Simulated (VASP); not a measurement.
# FePt (P4/mmm) in VASP: notebook

Runs on FePt. Level: PBE. Tasks: single point.

Everything below comes from runs of VASP 6.6.1. Logs are shortened: lines on timing, memory, paths and dates and some standing lists are left out, and cuts for length are marked.

## (1) The cell of the first run

Symmetry: P4/mmm, No. 123, tetragonal system. The conventional cell has a = 2.677 Å, b = 2.677 Å, c = 3.657 Å, α = 90.00°, β = 90.00°, γ = 90.00°. Within 3.5 Å of Fe (site symmetry 4/mmm) lie 8 Pt at 2.63 Å and 4 Fe at 2.68 Å. Within 3.5 Å of Pt (site symmetry 4/mmm) lie 8 Fe at 2.63 Å and 4 Pt at 2.68 Å.

## (2) Single point, PBE, collinear spin, ferromagnetic start

File INCAR:

```
PREC     = Accurate       # precision mode
ENCUT    = 520            # plane-wave cutoff, eV
EDIFF    = 1E-6           # SCF threshold, eV
ISMEAR   = 1              # smearing method
SIGMA    = 0.1            # smearing width, eV
LREAL    = False          # projectors in reciprocal space
LASPH    = True           # aspherical terms in the spheres
NELM     = 150            # most SCF steps
ALGO     = Normal         # electronic algorithm
ISIF     = 2              # what is computed and relaxed
LWAVE    = False          # write WAVECAR
LCHARG   = False          # write CHGCAR
ISPIN    = 2              # spin polarisation
MAGMOM   = 2.4 0          # initial moments
LORBIT   = 11             # projections on sites
LMAXMIX  = 4              # l up to which the mixer works
GGA      = PE             # functional
NBANDS   = 20             # bands
```

File KPOINTS:

```
regular mesh
0
Gamma
  10 10 7
```

File POSCAR:

```
FePt
1.0
    2.6773300637      0.0000000000      0.0000000000
    0.0000000000      2.6773300637      0.0000000000
    0.0000000000      0.0000000000      3.6569369697
Fe Pt
1 1
Direct
    0.0000000000      0.0000000000      0.0000000000
    0.5000000000      0.5000000000      0.5000000000
```

Potentials or basis: VASP PAW PBE potentials, release 64 (Fe, Pt).

Launch:

```sh
$ cat potpaw_PBE.64/Fe/POTCAR potpaw_PBE.64/Pt/POTCAR > POTCAR
$ mpirun -np 1 vasp_std > vasp.out
```

OUTCAR:

```text
PREC = Accurate
   ENCUT = 520
   EDIFF = 1E-6
   ISMEAR = 1
   LREAL = False
   LASPH = True
   NELM = 150
   ISIF = 2
   ISPIN = 2
   LORBIT = 11
   GGA = PE

 ion  position               nearest neighbor table
   1  0.000  0.000  0.000-   2 2.63   2 2.63   2 2.63   2 2.63   2 2.63   2 2.63   2 2.63   2 2.63

   2  0.500  0.500  0.500-   1 2.63   1 2.63   1 2.63   1 2.63   1 2.63   1 2.63   1 2.63   1 2.63

  LATTYP: Found a simple tetragonal cell.
 ALAT       =     2.6773300637
 C/A-ratio  =     1.3658894804

  Lattice vectors:

 A1 = (   2.6773300637,   0.0000000000,   0.0000000000)
 A2 = (   0.0000000000,   2.6773300637,   0.0000000000)
 A3 = (   0.0000000000,   0.0000000000,   3.6569369697)

Analysis of symmetry for initial positions (statically):
=====================================================================
 Subroutine PRICEL returns:
 Original cell was already a primitive cell.

 Routine SETGRP: Setting up the symmetry group for a
 simple tetragonal supercell.

 Subroutine GETGRP returns: Found 16 space group operations
 (whereof 16 operations were pure point group operations)
 out of a pool of 16 trial point group operations.

The static configuration has the point symmetry D_4h.

Analysis of symmetry for dynamics (positions and initial velocities):
=====================================================================
 Subroutine PRICEL returns:
 Original cell was already a primitive cell.

 Routine SETGRP: Setting up the symmetry group for a
 simple tetragonal supercell.

 Subroutine GETGRP returns: Found 16 space group operations
 (whereof 16 operations were pure point group operations)
 out of a pool of 16 trial point group operations.

The dynamic configuration has the point symmetry D_4h.

Analysis of structural, dynamic, and magnetic symmetry:
=====================================================================
 Subroutine PRICEL returns:
 Original cell was already a primitive cell.

 Routine SETGRP: Setting up the symmetry group for a
 simple tetragonal supercell.

 Subroutine GETGRP returns: Found 16 space group operations
 (whereof 16 operations were pure point group operations)
 out of a pool of 16 trial point group operations.

The overall configuration has the point symmetry D_4h.

 Subroutine INISYM returns: Found 16 space group operations
 (whereof 16 operations are pure point group operations),
 and found     1 'primitive' translations

----------------------------------------------------------------------------------------

                                     Primitive cell
[... 109 lines left out ...]
   IMIX   =      4    mixing-type and parameters
     AMIX     =   0.40;   BMIX     =  1.00
     AMIX_MAG =   1.60;   BMIX_MAG =  1.00
  volume/ion in A,a.u.               =      13.11        88.45
  Fermi-wavevector in a.u.,A,eV,Ry     =   1.444304  2.729338 28.381938  2.086014
  Thomas-Fermi vector in A             =   2.562614
   LORBIT       =     11    0 simple, 1 ext, 2 COOP (PROOUT), +10 PAW based schemes
   GGA     = PE    functional components
   LHFCALC =     F    Hartree Fock is set to
   AEXX    =    0.0000 exact exchange contribution
   IVDW    =     0    specifies the selected vdW correction
   LEPSILON=     F    determine dielectric tensor
   LRPA    =     F    only Hartree local field effects (RPA)
 spin polarized calculation
 Methfessel and Paxton  Order N= 1 SIGMA  =   0.10
  energy-cutoff  :      520.00
  volume of cell :       26.21
 maximum number of plane-waves:       728
 NGX is ok and might be reduce to    20
   NGX =  9   NGY =  9   NGZ = 13

 number of electron      18.0000006 magnetization       3.1938097

 Free energy of the ion-electron system (eV)
  ---------------------------------------------------
  ext. energy  EPLUGINS =         0.00000000
  ---------------------------------------------------
  free energy    TOTEN  =       -14.72283885 eV

  energy without entropy =      -14.72212071  energy(sigma->0) =      -14.72259947

 E-fermi :   9.4574     XC(G=0): -13.3568

 val. band max:        9.4224546592   @ k =   0.3000   0.2000   0.0000
 cond. band min:       9.4606938157   @ k =   0.4000   0.4000   0.2857
 fundamental gap:      0.0382391565
 Fermi energy:         9.4574180984

 spin component 1

 k-point     1 :       0.0000    0.0000    0.0000
  band No.  band energies     occupation
      1      -0.5802      1.00000
      2       2.6779      1.00000
      3       2.8327      1.00000
      4       5.8626      1.00000
      5       5.8626      1.00000
      6       6.4689      1.00000
[... 541 lines left out ...]
     19      33.0056      0.00000
     20      33.4230      0.00000

 [... further k-points ...]

 spin component 2

 k-point     1 :       0.0000    0.0000    0.0000
  band No.  band energies     occupation
      1      -0.4422      1.00000
      2       3.2100      1.00000
      3       3.2355      1.00000
      4       6.8965      1.00000
      5       6.8965      1.00000
      6       8.5324      1.00000
[... 541 lines left out ...]
     19      33.2050      0.00000
     20      33.6970      0.00000

 [... further k-points ...]
[... 5 lines left out ...]
  --------------------------------------------------------------------------------------
  -------------------------------------------------------------------------------------
  Total        2.5345437      2.5345437      2.6198867      0.0000000      0.0000000     -0.0000000
  in kB      154.9134252    154.9134252    160.1296633      0.0000000      0.0000000     -0.0000000
  external PRESSURE =     156.6521712 kB  Pullay stress =       0.0000000 kB

 VOLUME and BASIS-vectors are now :
 -----------------------------------------------------------------------------
  energy-cutoff  :      520.00
  volume of cell :       26.21
      direct lattice vectors                 reciprocal lattice vectors
     2.677330064  0.000000000  0.000000000     0.373506432  0.000000000  0.000000000
     0.000000000  2.677330064  0.000000000     0.000000000  0.373506432  0.000000000
     0.000000000  0.000000000  3.656936970     0.000000000  0.000000000  0.273452895

 POSITION                                       TOTAL-FORCE (eV/Angst)
 -----------------------------------------------------------------------------------
      0.00000      0.00000      0.00000         0.000000      0.000000      0.000000
      1.33867      1.33867      1.82847         0.000000      0.000000      0.000000
 -----------------------------------------------------------------------------------
    total drift:                               -0.000000      0.000000      0.000000

  FREE ENERGIE OF THE ION-ELECTRON SYSTEM (eV)
  ---------------------------------------------------
  free  energy   TOTEN  =       -14.7228388539 eV

  energy  without entropy=      -14.7221207095  energy(sigma->0) =      -14.72259947

 total charge

# of ion       s       p       d       tot
------------------------------------------
    1        0.429   0.496   6.174   7.099
    2        0.742   0.732   8.090   9.564
--------------------------------------------------
tot          1.171   1.228  14.263  16.663

 magnetization (x)

# of ion       s       p       d       tot
------------------------------------------
    1        0.004  -0.008   2.835   2.831
    2       -0.026  -0.069   0.425   0.330
--------------------------------------------------
tot         -0.022  -0.077   3.260   3.161
```

Run time: 62 s. Hardware: 1 thread of Intel Xeon Platinum 8488C (Sapphire Rapids), shared host; peak memory 0.19 GiB.

Results:

| Item | Value |
| --- | --- |
| Free energy | -14.7228 eV |
| Pressure | 15.7 GPa |
| Net moment | 3.19 μB per cell |
| Site moments | Fe +2.83; Pt +0.33 μB |
| Valence electrons inside the program's atomic spheres | Fe 7.10; Pt 9.56 |

Stress tensor (GPa, compression positive):
```
15.49  0.00  0.00
 0.00 15.49  0.00
 0.00  0.00 16.01
```

Levels at points of the mesh, in eV from the Fermi level:
Spin up:
```tsv
k point	band 8	band 9	band 10	band 11	band 12	band 13	band 14	band 15
(0.00, 0.00, 0.00)	-1.91	-0.49	-0.29	-0.29	2.31	10.38	11.98	11.98
(0.50, 0.00, 0.00)	-2.52	-2.11	-1.72	0.30	2.22	10.77	10.98	13.15
(0.50, 0.50, 0.00)	-0.35	-0.35	0.65	1.61	1.61	8.11	10.68	11.12
```
Spin down:
```tsv
k point	band 6	band 7	band 8	band 9	band 10	band 11
(0.00, 0.00, 0.00)	-0.93	-0.82	0.57	1.73	1.74	1.74
(0.50, 0.00, 0.00)	-1.46	-1.36	-1.07	0.47	0.65	2.56
(0.50, 0.50, 0.00)	1.31	1.70	1.75	1.75	1.79	1.83
```

Caveat: the cell stands under pressure; spin-orbit coupling is left out, which moves the levels of the heavy elements.

## (3) Single point, PBE, collinear spin, ferromagnetic start

This run uses another cell than the first one, of 13.52 Å³/atom.

File INCAR:

```
PREC     = Accurate       # precision mode
ENCUT    = 520            # plane-wave cutoff, eV
EDIFF    = 1E-6           # SCF threshold, eV
ISMEAR   = 1              # smearing method
SIGMA    = 0.1            # smearing width, eV
LREAL    = F              # projectors in reciprocal space
LASPH    = T              # aspherical terms in the spheres
NELM     = 150            # most SCF steps
ALGO     = Normal         # electronic algorithm
ISIF     = 2              # what is computed and relaxed
LWAVE    = F              # write WAVECAR
LCHARG   = T              # write CHGCAR
ISPIN    = 2              # spin polarisation
MAGMOM   = 2.4 0          # initial moments
LORBIT   = 11             # projections on sites
LMAXMIX  = 4              # l up to which the mixer works
GGA      = PE             # functional
LELF     = T              # ELF
LVHAR    = T            
NBANDS   = 20             # bands
```

KPOINTS is that of step 2.

File POSCAR:

```
FePt
1.0
    2.7052209258      0.0000000000      0.0000000000
    0.0000000000      2.7052209258      0.0000000000
    0.0000000000      0.0000000000      3.6950328048
Fe Pt
1 1
Direct
    0.0000000000      0.0000000000      0.0000000000
    0.5000000000      0.5000000000      0.5000000000
```

Potentials or basis: VASP PAW PBE potentials, release 64 (Fe, Pt).

Launch:

```sh
$ cat potpaw_PBE.64/Fe/POTCAR potpaw_PBE.64/Pt/POTCAR > POTCAR
$ mpirun -np 1 vasp_std > vasp.out
```

It took 63 s on 1 thread of Intel Xeon Platinum 8488C (Sapphire Rapids), shared host; peak memory 0.2 GiB.

Results (log left out):

```yaml
Free_energy: -14.7825 eV
Pressure: 7.5 GPa
Net_moment: 3.23 μB per cell
Site_moments: Fe +2.88; Pt +0.33 μB
Valence_electrons_inside_the_program's_atomic_spheres: Fe 7.03; Pt 9.48
```

Stress tensor (GPa, compression positive):
```
7.28 0.00 0.00
0.00 7.28 0.00
0.00 0.00 7.81
```

Levels at points of the mesh, in eV from the Fermi level:
Spin up:
| k point | band 9 | band 10 | band 11 | band 12 | band 13 | band 14 |
| --- | --- | --- | --- | --- | --- | --- |
| (0.00, 0.00, 0.00) | -0.54 | -0.38 | -0.38 | 2.27 | 9.98 | 11.76 |
| (0.50, 0.00, 0.00) | -2.15 | -1.69 | 0.17 | 2.07 | 10.55 | 10.69 |
| (0.50, 0.50, 0.00) | -0.45 | 0.56 | 1.59 | 1.59 | 7.76 | 10.25 |
Spin down:
```csv
k point,band 5,band 6,band 7,band 8,band 9,band 10,band 11,band 12
"(0.00, 0.00, 0.00)",-2.47,-0.87,-0.82,0.56,1.66,1.66,1.68,2.45
"(0.50, 0.00, 0.00)",-2.57,-1.44,-1.28,-0.98,0.48,0.64,2.41,2.59
"(0.50, 0.50, 0.00)",0.94,1.24,1.65,1.72,1.72,1.72,1.74,1.74
```

Caveat: the cell stands under pressure; spin-orbit coupling is left out, which moves the levels of the heavy elements.

## (4) Single point, PBE, collinear spin, ferromagnetic start

This run uses another cell than the first one, of 13.93 Å³/atom.

File INCAR:

```
PREC = Accurate ; ENCUT = 520
EDIFF = 1E-6 ; ISMEAR = 1
SIGMA = 0.1 ; LREAL = False
LASPH = True ; NELM = 150
ALGO = Normal ; ISIF = 2
LWAVE = False ; LCHARG = False
ISPIN = 2 ; MAGMOM = 2.4 0
LORBIT = 11 ; LMAXMIX = 4
GGA = PE ; NBANDS = 20
```

KPOINTS is that of step 3.

File POSCAR:

```
FePt
1.0
    2.7325482392      0.0000000000      0.0000000000
    0.0000000000      2.7325482392      0.0000000000
    0.0000000000      0.0000000000      3.7323588948
Fe Pt
1 1
Direct
    0.0000000000      0.0000000000      0.0000000000
    0.5000000000      0.5000000000      0.5000000000
```

Potentials or basis: VASP PAW PBE potentials, release 64 (Fe, Pt).

Launch:

```sh
$ cat potpaw_PBE.64/Fe/POTCAR potpaw_PBE.64/Pt/POTCAR > POTCAR
$ mpirun -np 1 vasp_std > vasp.out
```

OUTCAR:

```text
PREC = Accurate
   ENCUT = 520
   EDIFF = 1E-6
   ISMEAR = 1
   LREAL = False
   LASPH = True
   NELM = 150
   ISIF = 2
   ISPIN = 2
   LORBIT = 11
   GGA = PE

 ion  position               nearest neighbor table
   1  0.000  0.000  0.000-   2 2.69   2 2.69   2 2.69   2 2.69   2 2.69   2 2.69   2 2.69   2 2.69

   2  0.500  0.500  0.500-   1 2.69   1 2.69   1 2.69   1 2.69   1 2.69   1 2.69   1 2.69   1 2.69

  LATTYP: Found a simple tetragonal cell.
 ALAT       =     2.7325482392
 C/A-ratio  =     1.3658894805

  Lattice vectors:

 A1 = (   2.7325482392,   0.0000000000,   0.0000000000)
 A2 = (   0.0000000000,   2.7325482392,   0.0000000000)
[... 1318 lines left out ...]

 VOLUME and BASIS-vectors are now :
 -----------------------------------------------------------------------------
  energy-cutoff  :      520.00
  volume of cell :       27.87
      direct lattice vectors                 reciprocal lattice vectors
     2.732548239  0.000000000  0.000000000     0.365958773  0.000000000  0.000000000
     0.000000000  2.732548239  0.000000000     0.000000000  0.365958773  0.000000000
     0.000000000  0.000000000  3.732358895     0.000000000  0.000000000  0.267927075

 POSITION                                       TOTAL-FORCE (eV/Angst)
 -----------------------------------------------------------------------------------
      0.00000      0.00000      0.00000         0.000000      0.000000      0.000000
      1.36627      1.36627      1.86618         0.000000      0.000000      0.000000
 -----------------------------------------------------------------------------------
    total drift:                                0.000000      0.000000      0.000000

  FREE ENERGIE OF THE ION-ELECTRON SYSTEM (eV)
  ---------------------------------------------------
  free  energy   TOTEN  =       -14.8040514047 eV

  energy  without entropy=      -14.8034947521  energy(sigma->0) =      -14.80386585

 total charge

# of ion       s       p       d       tot
------------------------------------------
    1        0.406   0.445   6.115   6.965
    2        0.709   0.654   8.049   9.413
--------------------------------------------------
tot          1.115   1.099  14.164  16.378

 magnetization (x)

# of ion       s       p       d       tot
------------------------------------------
    1        0.005  -0.007   2.940   2.938
    2       -0.026  -0.066   0.431   0.339
--------------------------------------------------
tot         -0.021  -0.073   3.371   3.276
```

OSZICAR:

```text
N       E                     dE             d eps       ncg     rms          rms(c)
DAV:   1     0.910391024844E+02    0.91039E+02   -0.84236E+03  7156   0.994E+02
DAV:   2    -0.124324756828E+02   -0.10347E+03   -0.91570E+02  6848   0.215E+02
DAV:   3    -0.160911035046E+02   -0.36586E+01   -0.35569E+01  7840   0.463E+01
DAV:   4    -0.161333535699E+02   -0.42250E-01   -0.42215E-01  7596   0.419E+00
DAV:   5    -0.161344771618E+02   -0.11236E-02   -0.11235E-02  8072   0.766E-01    0.164E+01
DAV:   6    -0.175085217463E+02   -0.13740E+01   -0.10522E+01  7516   0.627E+01    0.244E+01
DAV:   7    -0.148972105989E+02    0.26113E+01   -0.82986E+00  8656   0.615E+01    0.954E+00
DAV:   8    -0.149266608284E+02   -0.29450E-01   -0.37788E-01  8356   0.776E+00    0.451E+00
DAV:   9    -0.148232974651E+02    0.10336E+00   -0.11169E-01  9724   0.615E+00    0.220E+00
DAV:  10    -0.148054305633E+02    0.17867E-01   -0.53885E-02  9964   0.396E+00    0.814E-01
DAV:  11    -0.148042134217E+02    0.12171E-02   -0.41203E-03  8980   0.766E-01    0.320E-01
DAV:  12    -0.148040463889E+02    0.16703E-03   -0.31387E-04  9132   0.195E-01    0.925E-02
DAV:  13    -0.148040457123E+02    0.67661E-06   -0.48707E-05  8552   0.101E-01    0.421E-02
DAV:  14    -0.148040494676E+02   -0.37554E-05   -0.49850E-06  8140   0.301E-02    0.182E-02
DAV:  15    -0.148040514634E+02   -0.19957E-05   -0.21559E-06  6492   0.238E-02    0.780E-03
DAV:  16    -0.148040514047E+02    0.58652E-07   -0.69615E-07  3732   0.137E-02
   1 F= -.14804051E+02 E0= -.14803866E+02  d E =-.556653E-03  mag=     3.2977
```

It took 66 s on 1 thread of Intel Xeon Platinum 8488C (Sapphire Rapids), shared host; peak memory 0.2 GiB.

Results:

```yaml
Free_energy: -14.8041 eV
Pressure: 0.9 GPa
Net_moment: 3.30 μB per cell
Site_moments: Fe +2.94; Pt +0.34 μB
Valence_electrons_inside_the_program's_atomic_spheres: Fe 6.96; Pt 9.41
```

Stress tensor (GPa, compression positive):
```
0.77 0.00 0.00
0.00 0.77 0.00
0.00 0.00 1.12
```

Caveat: spin-orbit coupling is left out, which moves the levels of the heavy elements.

## (5) Overview

```csv
cell,gap on the mesh (eV),pressure (GPa),moment (μB)
"a = 2.677, b = 2.677, c = 3.657 Å, 2 atoms",none,15.7,3.19
"a = 2.705, b = 2.705, c = 3.695 Å, 2 atoms",none,7.5,3.23
"a = 2.733, b = 2.733, c = 3.732 Å, 2 atoms",none,0.9,3.30
```

Alike in all rows: task single point; level PBE; potentials or basis VASP PAW PBE potentials, release 64 (Fe, Pt); spin collinear, ferromagnetic start; k mesh 10 × 10 × 7; cutoff (eV) 520; smearing methfessel-paxton 0.1 eV.

Caveats: spin-orbit coupling is left out, which moves the levels of the heavy elements; the cell stands under pressure (at least some runs).

Absolute energies hang on the potentials; compare differences alone.
